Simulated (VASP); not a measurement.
# ZnAg in VASP: a series of runs, part 2 of 2

VASP 6.6.1.

## (3) Electric field gradients, LDA (equal xx and yy strain of +1 %)

INCAR

```
SYSTEM = ZnAg
PREC     = Accurate       ! precision mode
ENCUT    = 520            ! plane-wave cutoff, eV
EDIFF    = 1E-8           ! SCF threshold, eV
ISMEAR   = -1             ! smearing method
SIGMA    = 0.03           ! smearing width, eV
LREAL    = .FALSE.        ! projectors in reciprocal space
LASPH    = .TRUE.         ! aspherical terms in the spheres
NELM     = 80             ! most SCF steps
ALGO     = Normal         ! electronic algorithm
ISIF     = 2              ! what is computed and relaxed
LWAVE    = .FALSE.        ! write WAVECAR
LCHARG   = .FALSE.        ! write CHGCAR
GGA      = CA             ! functional
LEFG     = .TRUE.       
NBANDS   = 18             ! bands
```

KPOINTS

```
regular mesh
0
G
  12 12 12
  0 0 0
```

POSCAR

```
ZnAg
1.0
    3.1875600000      0.0000000000      0.0000000000
    0.0000000000      3.1875600000      0.0000000000
    0.0000000000      0.0000000000      3.1560000000
Zn Ag
1 1
Direct
    0.5000000000      0.5000000000      0.5000000000
    0.0000000000      0.0000000000      0.0000000000
```

Potentials or basis: VASP PAW LDA potentials, release 64 (Zn, Ag).

Started as:

```
cat potpaw_LDA.64/Zn/POTCAR potpaw_LDA.64/Ag/POTCAR > POTCAR
mpirun -np 1 vasp_std > vasp.out
```

OUTCAR:

```text
SYSTEM = ZnAg
   PREC = Accurate
   ENCUT = 520
   EDIFF = 1E-8
   ISMEAR = -1
   LREAL = .FALSE.
   LASPH = .TRUE.
   NELM = 80
   ISIF = 2
   GGA = CA

 ion  position               nearest neighbor table
   1  0.500  0.500  0.500-   2 2.75   2 2.75   2 2.75   2 2.75   2 2.75   2 2.75   2 2.75   2 2.75

   2  0.000  0.000  0.000-   1 2.75   1 2.75   1 2.75   1 2.75   1 2.75   1 2.75   1 2.75   1 2.75

  LATTYP: Found a simple tetragonal cell.
 ALAT       =     3.1875600000
 C/A-ratio  =     0.9900990099

  Lattice vectors:

 A1 = (   3.1875600000,   0.0000000000,   0.0000000000)
 A2 = (   0.0000000000,   3.1875600000,   0.0000000000)
 A3 = (   0.0000000000,   0.0000000000,   3.1560000000)

Analysis of symmetry for initial positions (statically):
=====================================================================
 Subroutine PRICEL returns:
 Original cell was already a primitive cell.

 Routine SETGRP: Setting up the symmetry group for a
 simple tetragonal supercell.

 Subroutine GETGRP returns: Found 16 space group operations
 (whereof 16 operations were pure point group operations)
 out of a pool of 16 trial point group operations.

The static configuration has the point symmetry D_4h.

Analysis of symmetry for dynamics (positions and initial velocities):
=====================================================================
 Subroutine PRICEL returns:
 Original cell was already a primitive cell.

 Routine SETGRP: Setting up the symmetry group for a
 simple tetragonal supercell.

 Subroutine GETGRP returns: Found 16 space group operations
 (whereof 16 operations were pure point group operations)
 out of a pool of 16 trial point group operations.

The dynamic configuration has the point symmetry D_4h.

 Subroutine INISYM returns: Found 16 space group operations
 (whereof 16 operations are pure point group operations),
 and found     1 'primitive' translations

----------------------------------------------------------------------------------------

                                     Primitive cell

  volume of cell :      32.0667

  direct lattice vectors                    reciprocal lattice vectors
     3.187560000  0.000000000  0.000000000     0.313719585  0.000000000  0.000000000
     0.000000000  3.187560000  0.000000000     0.000000000  0.313719585  0.000000000
     0.000000000  0.000000000  3.156000000     0.000000000  0.000000000  0.316856781

  length of vectors
     3.187560000  3.187560000  3.156000000     0.313719585  0.313719585  0.316856781

  position of ions in fractional coordinates (direct lattice)
     0.500000000  0.500000000  0.500000000
     0.000000000  0.000000000  0.000000000

  ion indices of the primitive-cell ions
   primitive index   ion index
                 1           1
                 2           2

----------------------------------------------------------------------------------------

 KPOINTS: regular mesh

Automatic generation of k-mesh.
 Grid dimensions read from file:
 generate k-points for:   12   12   12

 Generating k-lattice:
[... 64 lines left out ...]
   EDIFFG = 0.1E-06   stopping-criterion for IOM
   NSW    =      0    number of steps for IOM
   IBRION =     -1    ionic relax: 0-MD 1-quasi-New 2-CG
   NFREE  =      0    steps in history (QN), initial steepest desc. (CG)
   ISIF   =      2    stress and relaxation
   ISYM   =      2    0-nonsym 1-usesym 2-fastsym
   POTIM  = 0.5000    time-step for ionic-motion
   TEBEG  =    0.0;   TEEND  =   0.0 temperature during run
   PSTRESS=    0.0 pullay stress
   NELECT =      23.0000    total number of electrons
   NUPDOWN=      -1.0000    fix difference up-down
   EMIN   =  10.00;   EMAX   =-10.00  energy-range for DOS
   EFERMI =   0.00;   METHOD = LEGACY
   ISMEAR =    -1;   SIGMA  =   0.03  broadening in eV -4-tet -1-fermi 0-gaus
   EFERMI_NEDOS =   21; number of points for ismear=-14 and -15
   IALGO  =     38    algorithm
   IMIX   =      4    mixing-type and parameters
     AMIX     =   0.40;   BMIX     =  1.00
     AMIX_MAG =   1.60;   BMIX_MAG =  1.00
  volume/ion in A,a.u.               =      16.03       108.20
  Fermi-wavevector in a.u.,A,eV,Ry     =   1.465434  2.769268 29.218459  2.147496
  Thomas-Fermi vector in A             =   2.581291
   LORBIT       =      0    0 simple, 1 ext, 2 COOP (PROOUT), +10 PAW based schemes
   GGA     = CA    functional components
   LHFCALC =     F    Hartree Fock is set to
   AEXX    =    0.0000 exact exchange contribution
   IVDW    =     0    specifies the selected vdW correction
   LEPSILON=     F    determine dielectric tensor
   LRPA    =     F    only Hartree local field effects (RPA)
 non-spin polarized calculation
  energy-cutoff  :      520.00
  volume of cell :       32.07
 maximum number of plane-waves:       892
 NGX is ok and might be reduce to    24
   NGX = 11   NGY = 11   NGZ = 11

 number of electron      23.0000030 magnetization

 Free energy of the ion-electron system (eV)
  ---------------------------------------------------
  ext. energy  EPLUGINS =         0.00000000
  ---------------------------------------------------
  free energy    TOTEN  =        -5.69988926 eV

  energy without entropy =       -5.69845161  energy(sigma->0) =       -5.69917044

 E-fermi :   5.8526     XC(G=0): -12.3057

 val. band max:        5.8502486975   @ k =   0.4167   0.2500   0.5000
 cond. band min:       5.8683588694   @ k =   0.3333   0.3333   0.5000
 fundamental gap:      0.0181101719
 Fermi energy:         5.8525867697

 k-point     1 :       0.0000    0.0000    0.0000
  band No.  band energies     occupation
      1      -3.4328      2.00000
      2      -1.9973      2.00000
      3      -1.9967      2.00000
      4      -1.4681      2.00000
      5      -1.4539      2.00000
      6      -1.4539      2.00000
[... 481 lines left out ...]
      5      -1.3148      2.00000
      6      -0.3363      2.00000
[... 10 lines left out ...]
     17      19.7520      0.00000
     18      19.9368      0.00000

 [... further k-points ...]
[... 5 lines left out ...]
  --------------------------------------------------------------------------------------
  -------------------------------------------------------------------------------------
  Total       -1.9002288     -1.9002288     -1.7744174      0.0000000     -0.0000000      0.0000000
  in kB      -94.9429539    -94.9429539    -88.6569220      0.0000000     -0.0000000      0.0000000
  external PRESSURE =     -92.8476100 kB  Pullay stress =       0.0000000 kB

 VOLUME and BASIS-vectors are now :
 -----------------------------------------------------------------------------
  energy-cutoff  :      520.00
  volume of cell :       32.07
      direct lattice vectors                 reciprocal lattice vectors
     3.187560000  0.000000000  0.000000000     0.313719585  0.000000000  0.000000000
     0.000000000  3.187560000  0.000000000     0.000000000  0.313719585  0.000000000
     0.000000000  0.000000000  3.156000000     0.000000000  0.000000000  0.316856781

 POSITION                                       TOTAL-FORCE (eV/Angst)
 -----------------------------------------------------------------------------------
      1.59378      1.59378      1.57800         0.000000      0.000000      0.000000
      0.00000      0.00000      0.00000         0.000000      0.000000      0.000000
 -----------------------------------------------------------------------------------
    total drift:                                0.000000      0.000000     -0.000000

  FREE ENERGIE OF THE ION-ELECTRON SYSTEM (eV)
  ---------------------------------------------------
  free  energy   TOTEN  =        -5.6998892604 eV

  energy  without entropy=       -5.6984516141  energy(sigma->0) =       -5.69917044

 Electric field gradients (V/A^2)
---------------------------------------------------------------------
 ion       V_xx      V_yy      V_zz      V_xy      V_xz      V_yz
---------------------------------------------------------------------
   1       0.564     0.564    -1.128    -0.000     0.000     0.000
   2       2.405     2.405    -4.810    -0.000     0.000     0.000
---------------------------------------------------------------------

 Electric field gradients after diagonalization (V/A^2)
 (convention: |V_zz| > |V_xx| > |V_yy|)
----------------------------------------------------------------------
 ion       V_xx      V_yy      V_zz     asymmetry (V_yy - V_xx)/ V_zz
----------------------------------------------------------------------
   1       0.564     0.564    -1.128       0.000
   2       2.405     2.405    -4.810       0.000
----------------------------------------------------------------------

           NMR quadrupolar parameters

 Cq : quadrupolar parameter    Cq=e*Q*V_zz/h
 eta: asymmetry parameters     (V_yy - V_xx)/ V_zz
 Q  : nuclear electric quadrupole moment in mb (millibarn)
----------------------------------------------------------------------
 ion       Cq(MHz)       eta       Q (mb)
----------------------------------------------------------------------
   1      -0.003       0.000       1.000
   2      -0.012       0.000       1.000
----------------------------------------------------------------------
```

Wall time 59 s (1 thread of AMD EPYC 7R13 (Zen 3), shared host); peak memory 0.19 GiB.

What came out:

* Free energy: -5.6999 eV
* Pressure: -9.3 GPa

Electric field gradients, principal values (V/Å²):
| atom | least | middle | greatest (by size) |
| --- | --- | --- | --- |
| 1 Zn | 0.564 | 0.564 | -1.128 |
| 2 Ag | 2.405 | 2.405 | -4.810 |

Caveat: the cell differs from its parent crystal (equal xx and yy strain of +1 %); without QUAD_EFG the Cq values of the log hold for a quadrupole moment of 1 mb, not for the nuclei.

## (4) Electric field gradients, LDA (volume scaled by 1.04)

INCAR

```
PREC = Accurate ; ENCUT = 520
EDIFF = 1E-8 ; ISMEAR = -1
SIGMA = 0.03 ; LREAL = False
LASPH = True ; NELM = 60
ALGO = Normal ; ISIF = 2
LWAVE = False ; LCHARG = False
GGA = CA ; LEFG = True
NBANDS = 18
```

KPOINTS

```
Automatic mesh
0
Gamma
  12 12 12
```

POSCAR

```
ZnAg
1.0
    3.1975310785      0.0000000000      0.0000000000
    0.0000000000      3.1975310785      0.0000000000
    0.0000000000      0.0000000000      3.1975310785
Zn Ag
1 1
Direct
    0.5000000000      0.5000000000      0.5000000000
    0.0000000000      0.0000000000      0.0000000000
```

Potentials or basis: VASP PAW LDA potentials, release 64 (Zn, Ag).

Started as:

```
cat potpaw_LDA.64/Zn/POTCAR potpaw_LDA.64/Ag/POTCAR > POTCAR
mpirun -np 1 vasp_std > vasp.out
```

OUTCAR:

```text
PREC = Accurate
   ENCUT = 520
   EDIFF = 1E-8
   ISMEAR = -1
   LREAL = False
   LASPH = True
   NELM = 60
   ISIF = 2
   GGA = CA

 ion  position               nearest neighbor table
   1  0.500  0.500  0.500-   2 2.77   2 2.77   2 2.77   2 2.77   2 2.77   2 2.77   2 2.77   2 2.77

   2  0.000  0.000  0.000-   1 2.77   1 2.77   1 2.77   1 2.77   1 2.77   1 2.77   1 2.77   1 2.77

  LATTYP: Found a simple cubic cell.
 ALAT       =     3.1975310785

  Lattice vectors:

 A1 = (   3.1975310785,   0.0000000000,   0.0000000000)
 A2 = (   0.0000000000,   3.1975310785,   0.0000000000)
 A3 = (   0.0000000000,   0.0000000000,   3.1975310785)

Analysis of symmetry for initial positions (statically):
=====================================================================
 Subroutine PRICEL returns:
 Original cell was already a primitive cell.

[... 694 lines left out ...]
  energy-cutoff  :      520.00
  volume of cell :       32.69
      direct lattice vectors                 reciprocal lattice vectors
     3.197531078  0.000000000  0.000000000     0.312741292  0.000000000  0.000000000
     0.000000000  3.197531078  0.000000000     0.000000000  0.312741292  0.000000000
     0.000000000  0.000000000  3.197531078     0.000000000  0.000000000  0.312741292

 POSITION                                       TOTAL-FORCE (eV/Angst)
 -----------------------------------------------------------------------------------
      1.59877      1.59877      1.59877         0.000000      0.000000      0.000000
      0.00000      0.00000      0.00000         0.000000      0.000000      0.000000
 -----------------------------------------------------------------------------------
    total drift:                                0.000000      0.000000     -0.000000

  FREE ENERGIE OF THE ION-ELECTRON SYSTEM (eV)
  ---------------------------------------------------
  free  energy   TOTEN  =        -5.6614186849 eV

  energy  without entropy=       -5.6600365605  energy(sigma->0) =       -5.66072762

 Electric field gradients (V/A^2)
---------------------------------------------------------------------
 ion       V_xx      V_yy      V_zz      V_xy      V_xz      V_yz
---------------------------------------------------------------------
   1       0.000    -0.000     0.000     0.000     0.000     0.000
   2       0.000    -0.000    -0.000    -0.000    -0.000     0.000
---------------------------------------------------------------------

 Electric field gradients after diagonalization (V/A^2)
 (convention: |V_zz| > |V_xx| > |V_yy|)
----------------------------------------------------------------------
 ion       V_xx      V_yy      V_zz     asymmetry (V_yy - V_xx)/ V_zz
----------------------------------------------------------------------
   1      -0.000     0.000     0.000       0.993
   2       0.000    -0.000    -0.000       0.922
----------------------------------------------------------------------

           NMR quadrupolar parameters

 Cq : quadrupolar parameter    Cq=e*Q*V_zz/h
 eta: asymmetry parameters     (V_yy - V_xx)/ V_zz
 Q  : nuclear electric quadrupole moment in mb (millibarn)
----------------------------------------------------------------------
 ion       Cq(MHz)       eta       Q (mb)
----------------------------------------------------------------------
   1       0.000       0.993       1.000
   2      -0.000       0.922       1.000
----------------------------------------------------------------------
```

stdout:

```text
POSCAR found type information on POSCAR ZnAg
 POSCAR found :  2 types and       2 ions
 scaLAPACK will be used
 LDA part: xc-table for (Slater(with rela. corr.)+CA(PZ))
 , standard interpolation
 POSCAR, INCAR and KPOINTS ok, starting setup
 FFT: planning ... GRIDC
 FFT: planning ... GRID_SOFT
 FFT: planning ... GRID
 WAVECAR not read
 entering main loop
ion   1

ion   2
```

Run time: 32 s. Hardware: 1 thread of Intel Xeon 8259CL, shared host; peak memory 0.17 GiB.

What came out:

| Property | Result |
| --- | --- |
| Free energy | -5.6614 eV |
| Pressure | -10.7 GPa |

Levels at points of the mesh, in eV from the Fermi level:
```
           k point  band 8  band 9  band 10  band 11  band 12  band 13  band 14  band 15  band 16  band 17
(0.00, 0.00, 0.00)   -5.31   -4.22    -4.22    -4.22     5.22     5.22     5.22     9.64    10.98    10.98
(0.50, 0.00, 0.00)   -5.08   -4.96    -4.96    -4.33    -2.57    10.13    10.13    10.93    11.14    11.14
(0.50, 0.50, 0.00)   -4.42   -4.42    -3.86    -1.45    -1.45     1.21     2.06    10.42    13.04    13.04
(0.50, 0.50, 0.50)   -5.96   -3.83    -3.83     1.42     4.06     4.06     4.06     4.63     4.63     4.63
```

Caveat: without QUAD_EFG the Cq values of the log hold for a quadrupole moment of 1 mb, not for the nuclei.
